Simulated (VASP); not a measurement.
# Ir2Pb (Fd-3m) in VASP: further runs

The runs below take Ir2Pb through single point, relaxation of cell and atoms, with PBE.

Everything below comes from runs of VASP 6.6.1. Logs are shortened: lines on timing, memory, paths and dates and some standing lists are left out, and cuts for length are marked.

### 1 The cell of the first run

It takes space group Fd-3m (No. 227, cubic). Conventional cell: a = 7.669 Å, b = 7.669 Å, c = 7.669 Å, α = 90.00°, β = 90.00°, γ = 90.00°. Ir (site symmetry -3m) has 6 Ir at 2.71 Å and 6 Pb at 3.18 Å within 3.6 Å. Pb (site symmetry -43m) has 12 Ir at 3.18 Å and 4 Pb at 3.32 Å within 4.2 Å.

### 2 Single point, PBE

The input, INCAR:

```
SYSTEM = Ir2Pb
ALGO = Fast
EDIFF = 1E-6
ENCUT = 520
GGA = PE
ISIF = 2
ISMEAR = 0
LASPH = .TRUE.
LCHARG = .TRUE.
LELF = .TRUE.
LREAL = .FALSE.
LVHAR = .TRUE.
LWAVE = .FALSE.
NBANDS = 41
NELM = 80
PREC = Accurate
SIGMA = 0.1
```

The input, KPOINTS:

```
k-points
0
G
  4 4 4
  0 0 0
```

The input, POSCAR:

```
Ir2Pb
1.0
    0.0000000000      3.8344154697      3.8344154697
    3.8344154697      0.0000000000      3.8344154697
    3.8344154697      3.8344154697      0.0000000000
Ir Pb
4 2
Direct
    0.6250000000      0.6250000000      0.6250000000
    0.1250000000      0.6250000000      0.6250000000
    0.6250000000      0.6250000000      0.1250000000
    0.6250000000      0.1250000000      0.6250000000
    0.0000000000      0.0000000000      0.0000000000
    0.2500000000      0.2500000000      0.2500000000
```

Potentials or basis: VASP PAW PBE potentials, release 64 (Ir, Pb_d).

Launch:

```console
$ cat potpaw_PBE.64/Ir/POTCAR potpaw_PBE.64/Pb_d/POTCAR > POTCAR
$ mpirun -np 1 vasp_std > vasp.out
```

OUTCAR:

```text
SYSTEM = Ir2Pb
   EDIFF = 1E-6
   ENCUT = 520
   GGA = PE
   ISIF = 2
   ISMEAR = 0
   LASPH = .TRUE.
   LREAL = .FALSE.
   NELM = 80
   PREC = Accurate

 ion  position               nearest neighbor table
   1  0.625  0.625  0.625-   2 2.71   3 2.71   4 2.71   3 2.71   4 2.71   2 2.71   6 3.18   5 3.18
                             6 3.18   5 3.18   6 3.18   5 3.18
   2  0.125  0.625  0.625-   1 2.71   3 2.71   4 2.71   1 2.71   3 2.71   4 2.71   5 3.18   6 3.18
                             5 3.18   5 3.18   6 3.18   6 3.18
   3  0.625  0.625  0.125-   1 2.71   1 2.71   2 2.71   4 2.71   4 2.71   2 2.71   6 3.18   5 3.18
                             6 3.18   5 3.18   6 3.18   5 3.18
   4  0.625  0.125  0.625-   1 2.71   3 2.71   1 2.71   2 2.71   3 2.71   2 2.71   5 3.18   6 3.18
                             5 3.18   6 3.18   6 3.18   5 3.18
   5  0.000  0.000  0.000-   1 3.18   3 3.18   4 3.18   1 3.18   2 3.18   3 3.18   1 3.18   2 3.18
                             4 3.18   2 3.18   3 3.18   4 3.18   6 3.32   6 3.32   6 3.32   6 3.32
   6  0.250  0.250  0.250-   2 3.18   3 3.18   4 3.18   1 3.18   2 3.18   4 3.18   1 3.18   2 3.18
                             3 3.18   1 3.18   3 3.18   4 3.18   5 3.32   5 3.32   5 3.32   5 3.32

  LATTYP: Found a face centered cubic cell.
 ALAT       =     7.6688309394

  Lattice vectors:

 A1 = (   0.0000000000,   3.8344154697,   3.8344154697)
 A2 = (   3.8344154697,   0.0000000000,   3.8344154697)
 A3 = (   3.8344154697,   3.8344154697,   0.0000000000)

Analysis of symmetry for initial positions (statically):
=====================================================================
 Subroutine PRICEL returns:
 Original cell was already a primitive cell.

 Routine SETGRP: Setting up the symmetry group for a
 face centered cubic supercell.

 Subroutine GETGRP returns: Found 48 space group operations
 (whereof 24 operations were pure point group operations)
 out of a pool of 48 trial point group operations.

The static configuration has the point symmetry T_d .
 The point group associated with its full space group is O_h .

Analysis of symmetry for dynamics (positions and initial velocities):
=====================================================================
 Subroutine PRICEL returns:
 Original cell was already a primitive cell.

 Routine SETGRP: Setting up the symmetry group for a
 face centered cubic supercell.

 Subroutine GETGRP returns: Found 48 space group operations
 (whereof 24 operations were pure point group operations)
 out of a pool of 48 trial point group operations.

The dynamic configuration has the point symmetry T_d .
 The point group associated with its full space group is O_h .

 Subroutine INISYM returns: Found 48 space group operations
 (whereof 24 operations are pure point group operations),
 and found     1 'primitive' translations

----------------------------------------------------------------------------------------

                                     Primitive cell

  volume of cell :     112.7528

  direct lattice vectors                    reciprocal lattice vectors
     0.000000000  3.834415470  3.834415470    -0.130397972  0.130397972  0.130397972
     3.834415470  0.000000000  3.834415470     0.130397972 -0.130397972  0.130397972
     3.834415470  3.834415470  0.000000000     0.130397972  0.130397972 -0.130397972

  length of vectors
     5.422682361  5.422682361  5.422682361     0.225855912  0.225855912  0.225855912

  position of ions in fractional coordinates (direct lattice)
     0.625000000  0.625000000  0.625000000
     0.125000000  0.625000000  0.625000000
     0.625000000  0.625000000  0.125000000
     0.625000000  0.125000000  0.625000000
     0.000000000  0.000000000  0.000000000
     0.250000000  0.250000000  0.250000000

  ion indices of the primitive-cell ions
   primitive index   ion index
                 1           1
                 2           2
                 3           3
                 4           4
                 5           5
                 6           6

----------------------------------------------------------------------------------------

 KPOINTS: k-points

Automatic generation of k-mesh.
 Grid dimensions read from file:
 generate k-points for:    4    4    4

 Generating k-lattice:

  Cartesian coordinates                     Fractional coordinates (reciprocal lattice)
    -0.032599493  0.032599493  0.032599493     0.250000000  0.000000000  0.000000000
     0.032599493 -0.032599493  0.032599493     0.000000000  0.250000000  0.000000000
     0.032599493  0.032599493 -0.032599493     0.000000000  0.000000000  0.250000000

  Length of vectors
     0.056463978  0.056463978  0.056463978

  Shift w.r.t. Gamma in fractional coordinates (k-lattice)
     0.000000000  0.000000000  0.000000000

 Subroutine IBZKPT returns following result:
 ===========================================

 Found      8 irreducible k-points:

 Following reciprocal coordinates:
            Coordinates               Weight
  0.000000  0.000000  0.000000      1.000000
  0.250000  0.000000  0.000000      8.000000
  0.500000  0.000000  0.000000      4.000000
  0.250000  0.250000  0.000000      6.000000
  0.500000  0.250000  0.000000     24.000000
 -0.250000  0.250000  0.000000     12.000000
  0.500000  0.500000  0.000000      3.000000
 -0.250000  0.500000  0.250000      6.000000
   k-points           NKPTS =      8   k-points in BZ     NKDIM =      8   number of bands    NBANDS=     41
   number of dos      NEDOS =    301   number of ions     NIONS =      6
   total plane-waves  NPLWV =  64000
   dimension x,y,z NGX =    40 NGY =   40 NGZ =   40
   dimension x,y,z NGXF=    80 NGYF=   80 NGZF=   80
   ions per type =               4   2
   NGX,Y,Z   is equivalent  to a cutoff of  12.26, 12.26, 12.26 a.u.
   NGXF,Y,Z  is equivalent  to a cutoff of  24.53, 24.53, 24.53 a.u.
 SYSTEM =  Ir2Pb
   PREC   = accura    normal or accurate (medium, high low for compatibility)
   ISTART =      0    job   : 0-new  1-cont  2-samecut
   ICHARG =      2    charge: 1-file 2-atom 10-const
   ISPIN  =      1    spin polarized calculation?
   LNONCOLLINEAR =      F non collinear calculations
   LSORBIT =      F    spin-orbit coupling
   LASPH  =      T    aspherical Exc in radial PAW
   ENCUT  =  520.0 eV  38.22 Ry    6.18 a.u.  10.08 10.08 10.08*2*pi/ulx,y,z
   NELM   =     80;   NELMIN=  2; NELMDL= -5     # of ELM steps
   EDIFF  = 0.1E-05   stopping-criterion for ELM
   LREAL  =      F    real-space projection
   EDIFFG = 0.1E-04   stopping-criterion for IOM
   NSW    =      0    number of steps for IOM
   IBRION =     -1    ionic relax: 0-MD 1-quasi-New 2-CG
   NFREE  =      0    steps in history (QN), initial steepest desc. (CG)
   ISIF   =      2    stress and relaxation
   ISYM   =      2    0-nonsym 1-usesym 2-fastsym
   POTIM  = 0.5000    time-step for ionic-motion
   TEBEG  =    0.0;   TEEND  =   0.0 temperature during run
   PSTRESS=    0.0 pullay stress
   NELECT =      64.0000    total number of electrons
   NUPDOWN=      -1.0000    fix difference up-down
   EMIN   =  10.00;   EMAX   =-10.00  energy-range for DOS
   EFERMI =   0.00;   METHOD = LEGACY
   ISMEAR =     0;   SIGMA  =   0.10  broadening in eV -4-tet -1-fermi 0-gaus
   EFERMI_NEDOS =   21; number of points for ismear=-14 and -15
   IALGO  =     68    algorithm
   IMIX   =      4    mixing-type and parameters
     AMIX     =   0.40;   BMIX     =  1.00
     AMIX_MAG =   1.60;   BMIX_MAG =  1.00
  volume/ion in A,a.u.               =      18.79       126.82
  Fermi-wavevector in a.u.,A,eV,Ry     =   1.355478  2.561481 24.998247  1.837319
  Thomas-Fermi vector in A             =   2.482562
   LORBIT       =      0    0 simple, 1 ext, 2 COOP (PROOUT), +10 PAW based schemes
   GGA     = PE    functional components
   LHFCALC =     F    Hartree Fock is set to
   AEXX    =    0.0000 exact exchange contribution
   IVDW    =     0    specifies the selected vdW correction
   LEPSILON=     F    determine dielectric tensor
   LRPA    =     F    only Hartree local field effects (RPA)
 non-spin polarized calculation
 RMM-DIIS sequential band-by-band and
 Gauss-broadening in eV      SIGMA  =   0.10
  energy-cutoff  :      520.00
  volume of cell :      112.75
 maximum number of plane-waves:      3071
   NGX = 21   NGY = 21   NGZ = 21

 number of electron      63.9999997 magnetization

 Free energy of the ion-electron system (eV)
  ---------------------------------------------------
  ext. energy  EPLUGINS =         0.00000000
  ---------------------------------------------------
  free energy    TOTEN  =       -39.96189620 eV

  energy without entropy =      -39.91689957  energy(sigma->0) =      -39.93939788

 E-fermi :   8.5393     XC(G=0): -12.3818

 val. band max:        8.5099545002   @ k =   0.5000   0.2500   0.0000
 cond. band min:       8.5526947373   @ k =   0.2500   0.2500   0.0000
 fundamental gap:      0.0427402370
 Fermi energy:         8.5392538748

 k-point     1 :       0.0000    0.0000    0.0000
  band No.  band energies     occupation
      1      -8.1232      2.00000
      2      -8.1232      2.00000
      3      -8.1232      2.00000
      4      -8.0876      2.00000
      5      -8.0876      2.00000
      6      -7.8981      2.00000
[... 33 lines left out ...]
     40      12.2745      0.00000
     41      12.3974      0.00000

 k-point     2 :       0.2500    0.0000    0.0000
  band No.  band energies     occupation
      1      -8.1393      2.00000
      2      -8.1393      2.00000
      3      -8.1132      2.00000
      4      -8.0656      2.00000
      5      -8.0656      2.00000
      6      -7.9250      2.00000
[... 33 lines left out ...]
     40      13.5497      0.00000
     41      14.1210      0.00000

 k-point     3 :       0.5000    0.0000    0.0000
  band No.  band energies     occupation
      1      -8.1388      2.00000
      2      -8.1388      2.00000
      3      -8.1164      2.00000
      4      -8.0643      2.00000
      5      -8.0643      2.00000
      6      -7.9306      2.00000
[... 171 lines left out ...]
      2      -8.1539      2.00000
      3      -8.0902      2.00000
      4      -8.0902      2.00000
      5      -7.9923      2.00000
      6      -7.9923      2.00000
[... 33 lines left out ...]
     40      15.1221      0.00000
     41      15.2127      0.00000

 k-point     8 :      -0.2500    0.5000    0.2500
  band No.  band energies     occupation
      1      -8.1701      2.00000
      2      -8.1701      2.00000
      3      -8.0414      2.00000
      4      -8.0414      2.00000
      5      -8.0035      2.00000
      6      -8.0035      2.00000
[... 33 lines left out ...]
     40      14.9115      0.00000
     41      15.0918      0.00000

------------------------ aborting loop because EDIFF is reached ----------------------------------------

  FORCE on cell =-STRESS in cart. coord.  units (eV):
  Direction    XX          YY          ZZ          XY          YZ          ZX
  --------------------------------------------------------------------------------------
  -------------------------------------------------------------------------------------
  Total        0.0957836      0.0957836      0.0957836      0.0000000      0.0000000      0.0000000
  in kB        1.3610499      1.3610499      1.3610499      0.0000000      0.0000000      0.0000000
  external PRESSURE =       1.3610499 kB  Pullay stress =       0.0000000 kB

 VOLUME and BASIS-vectors are now :
 -----------------------------------------------------------------------------
  energy-cutoff  :      520.00
  volume of cell :      112.75
      direct lattice vectors                 reciprocal lattice vectors
     0.000000000  3.834415470  3.834415470    -0.130397972  0.130397972  0.130397972
     3.834415470  0.000000000  3.834415470     0.130397972 -0.130397972  0.130397972
     3.834415470  3.834415470  0.000000000     0.130397972  0.130397972 -0.130397972

 POSITION                                       TOTAL-FORCE (eV/Angst)
 -----------------------------------------------------------------------------------
      4.79302      4.79302      4.79302         0.000000     -0.000000      0.000000
      4.79302      2.87581      2.87581         0.000000     -0.000000      0.000000
      2.87581      2.87581      4.79302         0.000000     -0.000000      0.000000
      2.87581      4.79302      2.87581         0.000000     -0.000000      0.000000
      0.00000      0.00000      0.00000        -0.000000      0.000000      0.000000
      1.91721      1.91721      1.91721         0.000000     -0.000000     -0.000000
 -----------------------------------------------------------------------------------
    total drift:                               -0.000000     -0.000000      0.000000

  FREE ENERGIE OF THE ION-ELECTRON SYSTEM (eV)
  ---------------------------------------------------
  free  energy   TOTEN  =       -39.9618961977 eV

  energy  without entropy=      -39.9168995717  energy(sigma->0) =      -39.93939788
```

Run time: 43 s. Hardware: 1 thread of Intel Xeon Platinum 8375C at 2.90GHz (Ice Lake), shared host; peak memory 0.24 GiB.

Results:

```yaml
Free_energy: -39.9619 eV
Pressure: 0.1 GPa
Band_gap_on_the_k_mesh: zero (band 32 reaches 8.91 eV, above the bottom of band 33 at 8.35 eV)
```

Caveat: spin-orbit coupling is left out, which moves the levels of the heavy elements.

[end of part 1 of 2]
